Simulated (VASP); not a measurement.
# Si3N4 (Fd-3m) in VASP: further runs

The runs below take Si3N4 through single point, relaxation of cell and atoms, with PBE.

All numbers are computed with VASP 6.6.1; they aren't measurements. Logs are shortened: lines on timing, memory, paths and dates and some standing lists are left out, and cuts for length are marked.

## 1. The cell of the first run

It takes space group Fd-3m (No. 227, cubic). The conventional cell has a = 7.787 Å, b = 7.787 Å, c = 7.787 Å, α = 90.00°, β = 90.00°, γ = 90.00°. Within 2.5 Å of Si (site symmetry -3m) lie 6 N at 1.89 Å. Si (site symmetry -43m) has 4 N at 1.79 Å within 2.4 Å. Within 2.4 Å of N (site symmetry 3m) lie 4 Si at 1.79 to 1.89 Å.

## 2. Single point, PBE

The input, INCAR:

```
SYSTEM = Si3N4
PREC = Accurate
ENCUT = 520
EDIFF = 1E-7
ISMEAR = 0
SIGMA = 0.1
LREAL = .False.
LASPH = .True.
NELM = 60
ALGO = Normal
ISIF = 2
LWAVE = .False.
LCHARG = .False.
GGA = PE
NBANDS = 45
```

The input, KPOINTS:

```
Automatic mesh
0
Gamma
  4 4 4
  0 0 0
```

The input, POSCAR:

```
Si3N4
1.0
    0.0000000000      3.8937180000      3.8937180000
    3.8937180000      0.0000000000      3.8937180000
    3.8937180000      3.8937180000      0.0000000000
Si N
6 8
Direct
    0.1250000000      0.1250000000      0.6250000000
    0.1250000000      0.6250000000      0.1250000000
    0.6250000000      0.1250000000      0.1250000000
    0.1250000000      0.1250000000      0.1250000000
    0.7500000000      0.7500000000      0.7500000000
    0.5000000000      0.5000000000      0.5000000000
    0.3675630000      0.3675630000      0.3675630000
    0.3526890000      0.8824370000      0.8824370000
    0.8824370000      0.8824370000      0.3526890000
    0.8824370000      0.3526890000      0.8824370000
    0.3675630000      0.3675630000      0.8973110000
    0.3675630000      0.8973110000      0.3675630000
    0.8824370000      0.8824370000      0.8824370000
    0.8973110000      0.3675630000      0.3675630000
```

Potentials or basis: VASP PAW PBE potentials, release 64 (Si, N).

Command:

```bash
$ cat potpaw_PBE.64/Si/POTCAR potpaw_PBE.64/N/POTCAR > POTCAR
$ mpirun -np 1 vasp_std > vasp.out
```

OUTCAR:

```text
SYSTEM = Si3N4
   PREC = Accurate
   ENCUT = 520
   EDIFF = 1E-7
   ISMEAR = 0
   LREAL = .False.
   LASPH = .True.
   NELM = 60
   ISIF = 2
   GGA = PE

 ion  position               nearest neighbor table
   1  0.125  0.125  0.625-   7 1.89  13 1.89  10 1.89  12 1.89   8 1.89  14 1.89   4 2.75   2 2.75
                             3 2.75   4 2.75   2 2.75   3 2.75
   2  0.125  0.625  0.125-   7 1.89  13 1.89   9 1.89  11 1.89   8 1.89  14 1.89   4 2.75   1 2.75
                             1 2.75   3 2.75   4 2.75   3 2.75
   3  0.625  0.125  0.125-   7 1.89  13 1.89  10 1.89  11 1.89  12 1.89   9 1.89   4 2.75   1 2.75
                             2 2.75   1 2.75   2 2.75   4 2.75
   4  0.125  0.125  0.125-   9 1.89  11 1.89  10 1.89   8 1.89  12 1.89  14 1.89   1 2.75   2 2.75
                             3 2.75   1 2.75   2 2.75   3 2.75
   5  0.750  0.750  0.750-   8 1.79   9 1.79  10 1.79  13 1.79
   6  0.500  0.500  0.500-  11 1.79  12 1.79  14 1.79   7 1.79
   7  0.368  0.368  0.368-   6 1.79   2 1.89   3 1.89   1 1.89
   8  0.353  0.882  0.882-   5 1.79   4 1.89   1 1.89   2 1.89
   9  0.882  0.882  0.353-   5 1.79   4 1.89   2 1.89   3 1.89
  10  0.882  0.353  0.882-   5 1.79   4 1.89   1 1.89   3 1.89
  11  0.368  0.368  0.897-   6 1.79   4 1.89   2 1.89   3 1.89
  12  0.368  0.897  0.368-   6 1.79   4 1.89   1 1.89   3 1.89
  13  0.882  0.882  0.882-   5 1.79   2 1.89   3 1.89   1 1.89
  14  0.897  0.368  0.368-   6 1.79   4 1.89   1 1.89   2 1.89

  LATTYP: Found a face centered cubic cell.
 ALAT       =     7.7874360000

  Lattice vectors:

 A1 = (   0.0000000000,   3.8937180000,   3.8937180000)
 A2 = (   3.8937180000,   0.0000000000,   3.8937180000)
 A3 = (   3.8937180000,   3.8937180000,   0.0000000000)

Analysis of symmetry for initial positions (statically):
=====================================================================
 Subroutine PRICEL returns:
 Original cell was already a primitive cell.

 Routine SETGRP: Setting up the symmetry group for a
 face centered cubic supercell.

 Subroutine GETGRP returns: Found 48 space group operations
 (whereof 24 operations were pure point group operations)
 out of a pool of 48 trial point group operations.

The static configuration has the point symmetry T_d .
 The point group associated with its full space group is O_h .

Analysis of symmetry for dynamics (positions and initial velocities):
=====================================================================
 Subroutine PRICEL returns:
 Original cell was already a primitive cell.

 Routine SETGRP: Setting up the symmetry group for a
 face centered cubic supercell.

 Subroutine GETGRP returns: Found 48 space group operations
 (whereof 24 operations were pure point group operations)
 out of a pool of 48 trial point group operations.

The dynamic configuration has the point symmetry T_d .
 The point group associated with its full space group is O_h .

 Subroutine INISYM returns: Found 48 space group operations
 (whereof 24 operations are pure point group operations),
 and found     1 'primitive' translations

----------------------------------------------------------------------------------------

                                     Primitive cell

  volume of cell :     118.0656

  direct lattice vectors                    reciprocal lattice vectors
     0.000000000  3.893718000  3.893718000    -0.128411970  0.128411970  0.128411970
     3.893718000  0.000000000  3.893718000     0.128411970 -0.128411970  0.128411970
     3.893718000  3.893718000  0.000000000     0.128411970  0.128411970 -0.128411970

  length of vectors
     5.506548804  5.506548804  5.506548804     0.222416057  0.222416057  0.222416057

  position of ions in fractional coordinates (direct lattice)
     0.125000000  0.125000000  0.625000000
     0.125000000  0.625000000  0.125000000
     0.625000000  0.125000000  0.125000000
     0.125000000  0.125000000  0.125000000
     0.750000000  0.750000000  0.750000000
     0.500000000  0.500000000  0.500000000
     0.367563000  0.367563000  0.367563000
     0.352689000  0.882437000  0.882437000
     0.882437000  0.882437000  0.352689000
     0.882437000  0.352689000  0.882437000
     0.367563000  0.367563000  0.897311000
     0.367563000  0.897311000  0.367563000
     0.882437000  0.882437000  0.882437000
     0.897311000  0.367563000  0.367563000

  ion indices of the primitive-cell ions
   primitive index   ion index
                 1           1
                 2           2
                 3           3
                 4           4
                 5           5
                 6           6
                 7           7
                 8           8
                 9           9
                10          10
                11          11
                12          12
                13          13
                14          14

----------------------------------------------------------------------------------------

 KPOINTS: Automatic mesh

Automatic generation of k-mesh.
 Grid dimensions read from file:
 generate k-points for:    4    4    4

 Generating k-lattice:

  Cartesian coordinates                     Fractional coordinates (reciprocal lattice)
    -0.032102993  0.032102993  0.032102993     0.250000000  0.000000000  0.000000000
     0.032102993 -0.032102993  0.032102993     0.000000000  0.250000000  0.000000000
     0.032102993  0.032102993 -0.032102993     0.000000000  0.000000000  0.250000000

  Length of vectors
     0.055604014  0.055604014  0.055604014

  Shift w.r.t. Gamma in fractional coordinates (k-lattice)
     0.000000000  0.000000000  0.000000000

 Subroutine IBZKPT returns following result:
 ===========================================

 Found      8 irreducible k-points:

 Following reciprocal coordinates:
            Coordinates               Weight
  0.000000  0.000000  0.000000      1.000000
  0.250000  0.000000  0.000000      8.000000
  0.500000  0.000000  0.000000      4.000000
  0.250000  0.250000  0.000000      6.000000
  0.500000  0.250000  0.000000     24.000000
 -0.250000  0.250000  0.000000     12.000000
  0.500000  0.500000  0.000000      3.000000
 -0.250000  0.500000  0.250000      6.000000
   k-points           NKPTS =      8   k-points in BZ     NKDIM =      8   number of bands    NBANDS=     45
   number of dos      NEDOS =    301   number of ions     NIONS =     14
   total plane-waves  NPLWV =  74088
   dimension x,y,z NGX =    42 NGY =   42 NGZ =   42
   dimension x,y,z NGXF=    84 NGYF=   84 NGZF=   84
   ions per type =               6   8
   NGX,Y,Z   is equivalent  to a cutoff of  12.68, 12.68, 12.68 a.u.
   NGXF,Y,Z  is equivalent  to a cutoff of  25.36, 25.36, 25.36 a.u.
 SYSTEM =  Si3N4
   PREC   = accura    normal or accurate (medium, high low for compatibility)
   ISTART =      0    job   : 0-new  1-cont  2-samecut
   ICHARG =      2    charge: 1-file 2-atom 10-const
   ISPIN  =      1    spin polarized calculation?
   LNONCOLLINEAR =      F non collinear calculations
   LSORBIT =      F    spin-orbit coupling
   LASPH  =      T    aspherical Exc in radial PAW
   ENCUT  =  520.0 eV  38.22 Ry    6.18 a.u.  10.24 10.24 10.24*2*pi/ulx,y,z
   NELM   =     60;   NELMIN=  2; NELMDL= -5     # of ELM steps
   EDIFF  = 0.1E-06   stopping-criterion for ELM
   LREAL  =      F    real-space projection
   EDIFFG = 0.1E-05   stopping-criterion for IOM
   NSW    =      0    number of steps for IOM
   IBRION =     -1    ionic relax: 0-MD 1-quasi-New 2-CG
   NFREE  =      0    steps in history (QN), initial steepest desc. (CG)
   ISIF   =      2    stress and relaxation
   ISYM   =      2    0-nonsym 1-usesym 2-fastsym
   POTIM  = 0.5000    time-step for ionic-motion
   TEBEG  =    0.0;   TEEND  =   0.0 temperature during run
   PSTRESS=    0.0 pullay stress
   NELECT =      64.0000    total number of electrons
   NUPDOWN=      -1.0000    fix difference up-down
   EMIN   =  10.00;   EMAX   =-10.00  energy-range for DOS
   EFERMI =   0.00;   METHOD = LEGACY
   ISMEAR =     0;   SIGMA  =   0.10  broadening in eV -4-tet -1-fermi 0-gaus
   EFERMI_NEDOS =   21; number of points for ismear=-14 and -15
   IALGO  =     38    algorithm
   IMIX   =      4    mixing-type and parameters
     AMIX     =   0.40;   BMIX     =  1.00
     AMIX_MAG =   1.60;   BMIX_MAG =  1.00
  volume/ion in A,a.u.               =       8.43        56.91
  Fermi-wavevector in a.u.,A,eV,Ry     =   1.334833  2.522469 24.242584  1.781780
  Thomas-Fermi vector in A             =   2.463584
   LORBIT       =      0    0 simple, 1 ext, 2 COOP (PROOUT), +10 PAW based schemes
   GGA     = PE    functional components
   LHFCALC =     F    Hartree Fock is set to
   AEXX    =    0.0000 exact exchange contribution
   IVDW    =     0    specifies the selected vdW correction
   LEPSILON=     F    determine dielectric tensor
   LRPA    =     F    only Hartree local field effects (RPA)
 non-spin polarized calculation
 Gauss-broadening in eV      SIGMA  =   0.10
  energy-cutoff  :      520.00
  volume of cell :      118.07
 maximum number of plane-waves:      3218
 NGX is ok and might be reduce to    42
   NGX = 21   NGY = 21   NGZ = 21

 number of electron      64.0000005 magnetization

 Free energy of the ion-electron system (eV)
  ---------------------------------------------------
  ext. energy  EPLUGINS =         0.00000000
  ---------------------------------------------------
  free energy    TOTEN  =      -112.48033369 eV

  energy without entropy =     -112.48033369  energy(sigma->0) =     -112.48033369

 E-fermi :   9.5827     XC(G=0): -12.2189

 val. band max:        9.0716483812   @ k =  -0.2500   0.2500   0.0000
 cond. band min:      12.4323918127   @ k =   0.0000   0.0000   0.0000
 fundamental gap:      3.3607434315
 Fermi energy:         9.5826612349

 k-point     1 :       0.0000    0.0000    0.0000
  band No.  band energies     occupation
      1      -9.6643      2.00000
      2      -6.3919      2.00000
      3      -5.4713      2.00000
      4      -5.4713      2.00000
      5      -5.4713      2.00000
      6      -4.5096      2.00000
[... 36 lines left out ...]
     43      16.8794      0.00000
     44      18.6456      0.00000

 k-point     2 :       0.2500    0.0000    0.0000
  band No.  band energies     occupation
      1      -9.3369      2.00000
      2      -6.8781      2.00000
      3      -5.9242      2.00000
      4      -5.4079      2.00000
      5      -5.4079      2.00000
      6      -4.7573      2.00000
[... 36 lines left out ...]
     43      17.8209      0.00000
     44      17.8989      0.00000

 k-point     3 :       0.5000    0.0000    0.0000
  band No.  band energies     occupation
      1      -8.6723      2.00000
      2      -7.8985      2.00000
      3      -5.9495      2.00000
      4      -5.2569      2.00000
      5      -5.2569      2.00000
      6      -5.0570      2.00000
[... 224 lines left out ...]
     43      19.6053      0.00000
     44      19.6053      0.00000

 k-point     8 :      -0.2500    0.5000    0.2500
  band No.  band energies     occupation
      1      -7.9353      2.00000
      2      -7.9353      2.00000
      3      -6.7603      2.00000
      4      -6.7603      2.00000
      5      -4.8483      2.00000
      6      -4.8483      2.00000
[... 36 lines left out ...]
     43      18.9385      0.00000
     44      18.9385      0.00000
 [bands above 44 left out]

------------------------ aborting loop because EDIFF is reached ----------------------------------------

  FORCE on cell =-STRESS in cart. coord.  units (eV):
  Direction    XX          YY          ZZ          XY          YZ          ZX
  --------------------------------------------------------------------------------------
  -------------------------------------------------------------------------------------
  Total        0.0117718      0.0117718      0.0117718      0.0000000      0.0000000     -0.0000000
  in kB        0.1597462      0.1597462      0.1597462      0.0000000      0.0000000     -0.0000000
  external PRESSURE =       0.1597462 kB  Pullay stress =       0.0000000 kB

 VOLUME and BASIS-vectors are now :
 -----------------------------------------------------------------------------
  energy-cutoff  :      520.00
  volume of cell :      118.07
      direct lattice vectors                 reciprocal lattice vectors
     0.000000000  3.893718000  3.893718000    -0.128411970  0.128411970  0.128411970
     3.893718000  0.000000000  3.893718000     0.128411970 -0.128411970  0.128411970
     3.893718000  3.893718000  0.000000000     0.128411970  0.128411970 -0.128411970

 POSITION                                       TOTAL-FORCE (eV/Angst)
 -----------------------------------------------------------------------------------
      2.92029      2.92029      0.97343         0.000000      0.000000      0.000000
      2.92029      0.97343      2.92029         0.000000      0.000000      0.000000
      0.97343      2.92029      2.92029         0.000000      0.000000      0.000000
      0.97343      0.97343      0.97343         0.000000      0.000000      0.000000
      5.84058      5.84058      5.84058         0.000000      0.000000      0.000000
      3.89372      3.89372      3.89372         0.000000      0.000000      0.000000
      2.86237      2.86237      2.86237        -0.001939     -0.001939     -0.001939
      6.87192      4.80923      4.80923         0.001939     -0.001939     -0.001939
      4.80923      4.80923      6.87192        -0.001939     -0.001939      0.001939
      4.80923      6.87192      4.80923        -0.001939      0.001939     -0.001939
      4.92506      4.92506      2.86237         0.001939      0.001939     -0.001939
      4.92506      2.86237      4.92506         0.001939     -0.001939      0.001939
      6.87192      6.87192      6.87192         0.001939      0.001939      0.001939
      2.86237      4.92506      4.92506        -0.001939      0.001939      0.001939
 -----------------------------------------------------------------------------------
    total drift:                                0.000000      0.000000      0.000000

  FREE ENERGIE OF THE ION-ELECTRON SYSTEM (eV)
  ---------------------------------------------------
  free  energy   TOTEN  =      -112.4803336909 eV

  energy  without entropy=     -112.4803336909  energy(sigma->0) =     -112.48033369
```

Run time: 91 s. Hardware: 1 thread of AMD EPYC 7R13, shared host; peak memory 0.22 GiB.

Results:

* Free energy: -112.4803 eV
* Pressure: 0.0 GPa
* Largest force: 0.003 eV/Å
* Band gap on the k mesh: 3.36 eV (least direct gap 3.37 eV)

Forces in eV/Å, atoms in the order of the input:
```
Si   0.000  0.000  0.000
Si   0.000  0.000  0.000
Si   0.000  0.000  0.000
Si   0.000  0.000  0.000
Si   0.000  0.000  0.000
Si   0.000  0.000  0.000
N   -0.002 -0.002 -0.002
N    0.002 -0.002 -0.002
N   -0.002 -0.002  0.002
N   -0.002  0.002 -0.002
N    0.002  0.002 -0.002
N    0.002 -0.002  0.002
N    0.002  0.002  0.002
N   -0.002  0.002  0.002
```

(Continued in part 2 of 2.)
